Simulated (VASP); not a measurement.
# Ag (Fd-3m) in VASP: further runs, part 2 of 2

VASP 6.6.1. Earlier steps stand in the parts before.

**3. Single point, PBE**

INCAR

```
ALGO = Normal ; EDIFF = 1E-7
ENCUT = 520 ; GGA = PE
ISIF = 2 ; ISMEAR = -1
LASPH = T ; LCHARG = F
LREAL = F ; LWAVE = F
NBANDS = 18 ; NELM = 80
PREC = Accurate ; SIGMA = 0.05
```

KPOINTS

```
k-points
0
Gamma
  15 15 15
```

POSCAR

```
Ag
1.0
    0.0000000000      2.2601106729      2.2601106729
    2.2601106729      0.0000000000      2.2601106729
    2.2601106729      2.2601106729      0.0000000000
Ag
2
Direct
   -0.1250000000     -0.1250000000     -0.1250000000
    0.1250000000      0.1250000000      0.1250000000
```

Potentials or basis: VASP PAW PBE potentials, release 64 (Ag).

The run is started by

```
$ cat potpaw_PBE.64/Ag/POTCAR > POTCAR
$ mpirun -np 1 vasp_std > vasp.out
```

OUTCAR:

```text
EDIFF = 1E-7
   ENCUT = 520
   GGA = PE
   ISIF = 2
   ISMEAR = -1
   LASPH = T
   LREAL = F
   NELM = 80
   PREC = Accurate

 ion  position               nearest neighbor table
   1  0.875  0.875  0.875-   2 1.96   2 1.96   2 1.96   2 1.96
   2  0.125  0.125  0.125-   1 1.96   1 1.96   1 1.96   1 1.96

  LATTYP: Found a face centered cubic cell.
 ALAT       =     4.5202213458

  Lattice vectors:

 A1 = (   0.0000000000,   2.2601106729,   2.2601106729)
 A2 = (   2.2601106729,   0.0000000000,   2.2601106729)
 A3 = (   2.2601106729,   2.2601106729,   0.0000000000)

Analysis of symmetry for initial positions (statically):
=====================================================================
 Subroutine PRICEL returns:
 Original cell was already a primitive cell.

 Routine SETGRP: Setting up the symmetry group for a
 face centered cubic supercell.

 Subroutine GETGRP returns: Found 48 space group operations
 (whereof 12 operations were pure point group operations)
 out of a pool of 48 trial point group operations.

The static configuration has the point symmetry D_3d.
 The point group associated with its full space group is O_h .

Analysis of symmetry for dynamics (positions and initial velocities):
=====================================================================
 Subroutine PRICEL returns:
 Original cell was already a primitive cell.

 Routine SETGRP: Setting up the symmetry group for a
 face centered cubic supercell.

 Subroutine GETGRP returns: Found 48 space group operations
 (whereof 12 operations were pure point group operations)
 out of a pool of 48 trial point group operations.

The dynamic configuration has the point symmetry D_3d.
 The point group associated with its full space group is O_h .

[... 110 lines left out ...]
   NUPDOWN=      -1.0000    fix difference up-down
   EMIN   =  10.00;   EMAX   =-10.00  energy-range for DOS
   EFERMI =   0.00;   METHOD = LEGACY
   ISMEAR =    -1;   SIGMA  =   0.05  broadening in eV -4-tet -1-fermi 0-gaus
   EFERMI_NEDOS =   21; number of points for ismear=-14 and -15
   IALGO  =     38    algorithm
   IMIX   =      4    mixing-type and parameters
     AMIX     =   0.40;   BMIX     =  1.00
     AMIX_MAG =   1.60;   BMIX_MAG =  1.00
  volume/ion in A,a.u.               =      11.54        77.91
  Fermi-wavevector in a.u.,A,eV,Ry     =   1.610928  3.044212 35.308312  2.595088
  Thomas-Fermi vector in A             =   2.706400
   LORBIT       =      0    0 simple, 1 ext, 2 COOP (PROOUT), +10 PAW based schemes
   GGA     = PE    functional components
   LHFCALC =     F    Hartree Fock is set to
   AEXX    =    0.0000 exact exchange contribution
   IVDW    =     0    specifies the selected vdW correction
   LEPSILON=     F    determine dielectric tensor
   LRPA    =     F    only Hartree local field effects (RPA)
 non-spin polarized calculation
  energy-cutoff  :      520.00
  volume of cell :       23.09
 maximum number of plane-waves:       635
   NGX = 11   NGY = 11   NGZ = 11

 number of electron      21.9999989 magnetization

 Free energy of the ion-electron system (eV)
  ---------------------------------------------------
  ext. energy  EPLUGINS =         0.00000000
  ---------------------------------------------------
  free energy    TOTEN  =        12.49180546 eV

  energy without entropy =       12.49555149  energy(sigma->0) =       12.49367847

 E-fermi :  16.5294     XC(G=0): -14.3516

 val. band max:       16.5247027967   @ k =  -0.4667   0.0667   0.0000
 cond. band min:      16.6693263693   @ k =  -0.4667   0.2000   0.0000
 fundamental gap:      0.1446235727
 Fermi energy:        16.5293530172

 k-point     1 :       0.0000    0.0000    0.0000
  band No.  band energies     occupation
      1       4.8483      2.00000
      2       4.8483      2.00000
      3       4.9157      2.00000
      4       5.9980      2.00000
      5       5.9980      2.00000
      6       5.9980      2.00000
[... 481 lines left out ...]
      5       6.1880      2.00000
      6       7.1246      2.00000
[... 10 lines left out ...]
     17      32.8827      0.00000
     18      32.9831      0.00000

 [... further k-points ...]

------------------------ aborting loop because EDIFF is reached ----------------------------------------

  FORCE on cell =-STRESS in cart. coord.  units (eV):
  Direction    XX          YY          ZZ          XY          YZ          ZX
  --------------------------------------------------------------------------------------
  -------------------------------------------------------------------------------------
  Total       51.6792154     51.6792154     51.6792154      0.0000000     -0.0000000      0.0000000
  in kB     3585.9760102   3585.9760102   3585.9760102      0.0000000     -0.0000000      0.0000000
  external PRESSURE =    3585.9760102 kB  Pullay stress =       0.0000000 kB

 VOLUME and BASIS-vectors are now :
 -----------------------------------------------------------------------------
  energy-cutoff  :      520.00
  volume of cell :       23.09
      direct lattice vectors                 reciprocal lattice vectors
     0.000000000  2.260110673  2.260110673    -0.221228104  0.221228104  0.221228104
     2.260110673  0.000000000  2.260110673     0.221228104 -0.221228104  0.221228104
     2.260110673  2.260110673  0.000000000     0.221228104  0.221228104 -0.221228104

 POSITION                                       TOTAL-FORCE (eV/Angst)
 -----------------------------------------------------------------------------------
      3.95519      3.95519      3.95519         0.000000      0.000000      0.000000
      0.56503      0.56503      0.56503        -0.000000     -0.000000     -0.000000
 -----------------------------------------------------------------------------------
    total drift:                                0.000000      0.000000      0.000000

  FREE ENERGIE OF THE ION-ELECTRON SYSTEM (eV)
  ---------------------------------------------------
  free  energy   TOTEN  =        12.4918054575 eV

  energy  without entropy=       12.4955514920  energy(sigma->0) =       12.49367847
```

OSZICAR:

```text
N       E                     dE             d eps       ncg     rms          rms(c)
DAV:   1     0.151715890523E+03    0.15172E+03   -0.12129E+04  4328   0.130E+03
DAV:   2     0.145851763470E+02   -0.13713E+03   -0.13276E+03  4474   0.304E+02
DAV:   3     0.117874014998E+02   -0.27978E+01   -0.27916E+01  5086   0.477E+01
DAV:   4     0.117780009706E+02   -0.94005E-02   -0.93998E-02  4720   0.266E+00
DAV:   5     0.117779259840E+02   -0.74987E-04   -0.74984E-04  4918   0.242E-01    0.554E+01
DAV:   6     0.122364816693E+02    0.45856E+00   -0.71087E-02  4534   0.266E+00    0.337E+01
DAV:   7     0.124915199570E+02    0.25504E+00   -0.61614E-02  4662   0.229E+00    0.454E-01
DAV:   8     0.124919082090E+02    0.38825E-03   -0.83082E-03  4642   0.902E-01    0.881E-02
DAV:   9     0.124918324185E+02   -0.75790E-04   -0.78282E-05  5172   0.780E-02    0.338E-02
DAV:  10     0.124918043827E+02   -0.28036E-04   -0.13476E-05  4614   0.250E-02    0.451E-03
DAV:  11     0.124918052432E+02    0.86045E-06   -0.10087E-06  5388   0.902E-03    0.343E-03
DAV:  12     0.124918054006E+02    0.15741E-06   -0.18912E-07  3552   0.427E-03    0.455E-04
DAV:  13     0.124918054575E+02    0.56942E-07   -0.52403E-09  2314   0.620E-04
   1 F= 0.12491805E+02 E0= 0.12493678E+02  d E =-.374603E-02
```

stdout:

```text
POSCAR found type information on POSCAR Ag
 POSCAR found :  1 types and       2 ions
 scaLAPACK will be used
 LDA part: xc-table for (Slater+PW92), standard interpolation
 POSCAR, INCAR and KPOINTS ok, starting setup
 FFT: planning ... GRIDC
 FFT: planning ... GRID_SOFT
 FFT: planning ... GRID
 WAVECAR not read
 entering main loop
```

Run time: 18 s. Hardware: 1 thread of Intel Xeon Platinum 8488C (Sapphire Rapids), shared host; peak memory 0.16 GiB.

What came out:

| Item | Value |
| --- | --- |
| Free energy | 12.4918 eV |
| Pressure | 358.6 GPa |
| Band gap on the k mesh | zero (band 11 reaches 17.27 eV, above the bottom of band 12 at 16.47 eV) |

**4. Relaxation of cell and atoms, PBE, target pressure 390 GPa, at which the enthalpy is minimised**

This run uses another cell than the first one, of 9.71 Å³/atom, 0.841 times its volume.

INCAR

```
SYSTEM = Ag
  PREC = Accurate
  ENCUT = 600
  EDIFF = 1E-6
  ISMEAR = -1
  SIGMA = 0.05
  LREAL = .False.
  LASPH = .True.
  NELM = 60
  ALGO = Normal
  ISIF = 3
  LWAVE = .False.
  LCHARG = .False.
  GGA = PE
  IBRION = 2
  NSW = 60
  EDIFFG = -0.005
  PSTRESS = 3900.0
```

KPOINTS

```
Automatic mesh
0
Gamma
  15 15 15
  0 0 0
```

POSCAR

```
Ag
1.0
    0.0000000000      2.1331374130      2.1331374130
    2.1331374130      0.0000000000      2.1331374130
    2.1331374130      2.1331374130      0.0000000000
Ag
2
Direct
   -0.1250000000     -0.1250000000     -0.1250000000
    0.1250000000      0.1250000000      0.1250000000
```

Potentials or basis: VASP PAW PBE potentials, release 64 (Ag).

The run is started by

```
$ cat potpaw_PBE.64/Ag/POTCAR > POTCAR
$ mpirun -np 1 vasp_std > vasp.out
```

OUTCAR:

```text
SYSTEM = Ag
   PREC = Accurate
   ENCUT = 600
   EDIFF = 1E-6
   ISMEAR = -1
   LREAL = .False.
   LASPH = .True.
   NELM = 60
   ISIF = 3
   GGA = PE
   IBRION = 2
   NSW = 60
   EDIFFG = -0.005
   PSTRESS = 3900.0

 ion  position               nearest neighbor table
   1  0.875  0.875  0.875-   2 1.85   2 1.85   2 1.85   2 1.85   2 3.54   2 3.54   2 3.54   2 3.54
                             2 3.54   2 3.54   2 3.54   2 3.54   2 3.54   2 3.54   2 3.54   2 3.54
   2  0.125  0.125  0.125-   1 1.85   1 1.85   1 1.85   1 1.85   1 3.54   1 3.54   1 3.54   1 3.54
                             1 3.54   1 3.54   1 3.54   1 3.54   1 3.54   1 3.54   1 3.54   1 3.54

  LATTYP: Found a face centered cubic cell.
 ALAT       =     4.2662748260

  Lattice vectors:

 A1 = (   0.0000000000,   2.1331374130,   2.1331374130)
 A2 = (   2.1331374130,   0.0000000000,   2.1331374130)
 A3 = (   2.1331374130,   2.1331374130,   0.0000000000)

Analysis of symmetry for initial positions (statically):
=====================================================================
 Subroutine PRICEL returns:
 Original cell was already a primitive cell.

 Routine SETGRP: Setting up the symmetry group for a
 face centered cubic supercell.

 Subroutine GETGRP returns: Found 48 space group operations
 (whereof 12 operations were pure point group operations)
 out of a pool of 48 trial point group operations.

The static configuration has the point symmetry D_3d.
 The point group associated with its full space group is O_h .

Analysis of symmetry for dynamics (positions and initial velocities):
=====================================================================
 Subroutine PRICEL returns:
 Original cell was already a primitive cell.

 Routine SETGRP: Setting up the symmetry group for a
 face centered cubic supercell.

 Subroutine GETGRP returns: Found 48 space group operations
 (whereof 12 operations were pure point group operations)
 out of a pool of 48 trial point group operations.

The dynamic configuration has the point symmetry D_3d.
 The point group associated with its full space group is O_h .

 Subroutine INISYM returns: Found 48 space group operations
 (whereof 12 operations are pure point group operations),
 and found     1 'primitive' translations

[... 143 lines left out ...]

------------------------ aborting loop because EDIFF is reached ----------------------------------------

  FORCE on cell =-STRESS in cart. coord.  units (eV):
  Direction    XX          YY          ZZ          XY          YZ          ZX
  --------------------------------------------------------------------------------------
  -------------------------------------------------------------------------------------
  Total       73.1901117     73.1901117     73.1901117      0.0000000     -0.0000000      0.0000000
  in kB     6040.5502076   6040.5502076   6040.5502076      0.0000000     -0.0000000      0.0000000
  external PRESSURE =    2140.5502076 kB  Pullay stress =    3900.0000000 kB
[... 25 lines left out ...]
--------------------------------------- Ionic step        2  -------------------------------------------

 number of electron      21.9999988 magnetization

 E-fermi :   0.6644     XC(G=0):  -7.3351

 val. band max:        0.6291602377   @ k =  -0.4667   0.4667   0.0000
 cond. band min:       0.7102345887   @ k =  -0.4000   0.4667   0.0667
 fundamental gap:      0.0810743509
 Fermi energy:         0.6644178881

 k-point     1 :       0.0000    0.0000    0.0000
  band No.  band energies     occupation
      1      -3.1586      2.00000
      2      -3.1586      2.00000
      3      -3.1586      2.00000
      4      -3.1380      2.00000
      5      -3.1380      2.00000
      6      -2.7965      2.00000
      7      -2.4074      2.00000
      8      -2.4074      2.00000
      9      -2.4074      2.00000
     10      -2.1655      2.00000
     11      -2.1655      2.00000
     12       7.2783      0.00000
     13       7.2783      0.00000
     14       7.2783      0.00000
[... 486 lines left out ...]
  energy  without entropy=        4.7918265412  energy(sigma->0) =        4.78985812

  enthalpy is  TOTEN    =        72.3906438614 eV   P V=       67.6027541668

[... ionic steps 4 to 10 ...]

--------------------------------------- Ionic step       11  -------------------------------------------

 number of electron      21.9999997 magnetization

------------------------ aborting loop because EDIFF is reached ----------------------------------------
[... 71 lines left out ...]
--------------------------------------- Ionic step       13  -------------------------------------------

 number of electron      21.9999997 magnetization

 Free energy of the ion-electron system (eV)
  ---------------------------------------------------
  ext. energy  EPLUGINS =         0.00000000
  ---------------------------------------------------
  free energy    TOTEN  =        13.89240370 eV

  energy without entropy =       13.89592068  energy(sigma->0) =       13.89416219

 E-fermi :  17.1841     XC(G=0): -14.5275

 val. band max:       17.1558541865   @ k =  -0.4000   0.2000   0.0667
 cond. band min:      17.1897182683   @ k =  -0.4667   0.0667   0.0000
 fundamental gap:      0.0338640818
 Fermi energy:        17.1840832235

 k-point     1 :       0.0000    0.0000    0.0000
  band No.  band energies     occupation
      1       5.1185      2.00000
      2       5.1185      2.00000
      3       5.2706      2.00000
      4       6.3575      2.00000
      5       6.3575      2.00000
      6       6.3575      2.00000
      7      10.7159      2.00000
      8      10.7159      2.00000
      9      10.7159      2.00000
     10      14.1602      2.00000
     11      14.1602      2.00000
     12      30.0773      0.00000
     13      30.3670      0.00000
     14      30.3670      0.00000
[... 448 lines left out ...]
  energy  without entropy=       13.8959206785  energy(sigma->0) =       13.89416219

  enthalpy is  TOTEN    =        68.6415468661 eV   P V=       54.7491431681

 reached required accuracy - stopping structural energy minimisation
```

Run time: 86 s. Hardware: 1 thread of Intel Xeon 6975P-C (Granite Rapids), shared host; peak memory 0.17 GiB.

What came out:

| Quantity | Value |
| --- | --- |
| Free energy | 13.8924 eV |
| Relaxed volume | 11.25 Å³/atom |
| Relaxed cell | a = 3.168 Å, b = 3.168 Å, c = 3.168 Å, α = 60.00°, β = 60.00°, γ = 60.00° |
| Space group after relaxing (to 0.05 Å) | Fd-3m (No. 227) |
| Energy change on relaxing (the enthalpy is what falls) | -4698.4 meV/atom |
| Ionic steps | 13 |
| Pressure after relaxing | 390.0 GPa |
| Band gap on the k mesh | zero (band 11 reaches 17.91 eV, above the bottom of band 12 at 17.12 eV) |

Step by step:
```
step  energy change (eV)  largest force (eV/Å)  pressure (GPa)  volume (Å³)
   1              0.0000                0.0000          604.06        19.41
   2            -26.3822                0.0000           -9.88        83.39
   3            -18.5013                0.0000          188.11        27.77
   4             -9.9631                0.0000          377.28        22.73
   5             -9.4219                0.0000          389.44        22.50
   6             -9.2637                0.0000          393.02        22.44
   7             -9.2860                0.0000          392.50        22.45
   8             -9.3529                0.0000          390.99        22.47
   9             -9.3547                0.0000          390.98        22.47
  10             -9.3600                0.0000          390.82        22.48
  11             -9.3707                0.0000          390.61        22.48
  12             -9.3921                0.0000          390.11        22.49
  13             -9.3967                0.0000          390.00        22.49
```

Final structure:
```cif
data_structure
_symmetry_space_group_name_H-M 'P 1'
_symmetry_Int_Tables_number 1
_cell_length_a 3.1684
_cell_length_b 3.1684
_cell_length_c 3.1684
_cell_angle_alpha 60.000
_cell_angle_beta 60.000
_cell_angle_gamma 60.000
_cell_volume 22.49
loop_
_atom_site_label
_atom_site_type_symbol
_atom_site_fract_x
_atom_site_fract_y
_atom_site_fract_z
_atom_site_occupancy
Ag1 Ag 0.87500 0.87500 0.87500 1
Ag2 Ag 0.12500 0.12500 0.12500 1
```

Caveat: the cell is relaxed towards a set pressure, so the enthalpy falls and the energy may rise; the volume moved by over 15 % at a fixed basis, so the end points are rough.

**5. Relaxation of cell and atoms, PBE, target pressure 390 GPa, at which the enthalpy is minimised**

INCAR

```
ALGO     = Normal         # electronic algorithm
EDIFF    = 1E-7           # SCF threshold, eV
EDIFFG   = -0.005         # ionic threshold
ENCUT    = 600            # plane-wave cutoff, eV
GGA      = PE             # functional
IBRION   = 2              # ionic algorithm
ISIF     = 3              # what is computed and relaxed
ISMEAR   = -1             # smearing method
LASPH    = True           # aspherical terms in the spheres
LCHARG   = False          # write CHGCAR
LREAL    = False          # projectors in reciprocal space
LWAVE    = False          # write WAVECAR
NELM     = 100            # most SCF steps
NSW      = 32             # ionic steps
PREC     = Accurate       # precision mode
PSTRESS  = 3900.0       
SIGMA    = 0.05           # smearing width, eV
```

KPOINTS

```
k-points
0
Gamma
  15 15 15
```

POSCAR

```
Ag
1.0
    0.0000000000      2.2599059604      2.2599059604
    2.2599059604      0.0000000000      2.2599059604
    2.2599059604      2.2599059604      0.0000000000
Ag
2
Direct
   -0.1250000000     -0.1250000000     -0.1250000000
    0.1250000000      0.1250000000      0.1250000000
```

The run is started by

```
$ cat potpaw_PBE.64/Ag/POTCAR > POTCAR
$ mpirun -np 1 vasp_std > vasp.out
```

Wall time 2.2 min (1 thread of Intel Xeon 6975P-C (Granite Rapids), shared host); peak memory 0.2 GiB.

The run converged. Its results:

```yaml
Free_energy: 13.8844 eV
Relaxed_volume: 11.25 Å³/atom
Relaxed_cell: a = 3.169 Å, b = 3.169 Å, c = 3.169 Å, α = 60.00°, β = 60.00°, γ = 60.00°
Space_group_after_relaxing_to_0.05_Å: Fd-3m (No. 227)
Energy_change_on_relaxing_the_enthalpy_is_what_falls: +689.2 meV/atom
Ionic_steps: 7
Pressure_after_relaxing: 390.0 GPa
Band_gap_on_the_k_mesh: zero (band 11 reaches 17.90 eV, above the bottom of band 12 at 17.12 eV)
```

Step by step:
| step | energy change (eV) | largest force (eV/Å) | pressure (GPa) | volume (Å³) |
| --- | --- | --- | --- | --- |
| 1 | 0.0000 | 0.0000 | 358.94 | 23.08 |
| 2 | 25.0776 | 0.0000 | 933.40 | 16.39 |
| 3 | 1.1210 | 0.0000 | 384.21 | 22.60 |
| 4 | 1.3618 | 0.0000 | 389.65 | 22.50 |
| 5 | 1.3899 | 0.0000 | 390.28 | 22.49 |
| 6 | 1.2637 | 0.0000 | 387.42 | 22.54 |
| 7 | 1.3783 | 0.0000 | 390.02 | 22.49 |

Final structure:
```
CELL_PARAMETERS angstrom
0.00000 2.24048 2.24048
2.24048 0.00000 2.24048
2.24048 2.24048 0.00000
ATOMIC_POSITIONS crystal
Ag 0.87500 0.87500 0.87500
Ag 0.12500 0.12500 0.12500
```

Levels at points of the mesh, in eV from the Fermi level:
```
           k point  band 9  band 10  band 11  band 12  band 13  band 14
(0.00, 0.00, 0.00)   -6.47    -3.02    -3.02    12.89    13.18    13.18
```

Caveat: the cell is relaxed towards a set pressure, so the enthalpy falls and the energy may rise.

**6. The runs side by side**

```csv
task,cell,cutoff (eV),gap on the mesh (eV),pressure (GPa)
single point,"a = 3.196 Å, angles 60.0°, 2 atoms",520,none,358.6
relaxation of cell and atoms,"relaxed to 390 GPa from a = 3.017 Å, angles 60.0°, 2 atoms",600,none,390.0
relaxation of cell and atoms,"relaxed to 390 GPa from a = 3.196 Å, angles 60.0°, 2 atoms",600,none,390.0
```

Alike in all rows: level PBE; potentials or basis VASP PAW PBE potentials, release 64 (Ag); no spin polarisation; k mesh 15 × 15 × 15; smearing fermi-dirac 0.05 eV.

Caveats: the cell is relaxed towards a set pressure, so the enthalpy falls and the energy may rise (some runs); the volume moved by over 15 % at a fixed basis, so the end points are rough (some runs).

Total energies depend on the potentials used, so only differences within one code and one set of settings carry meaning.
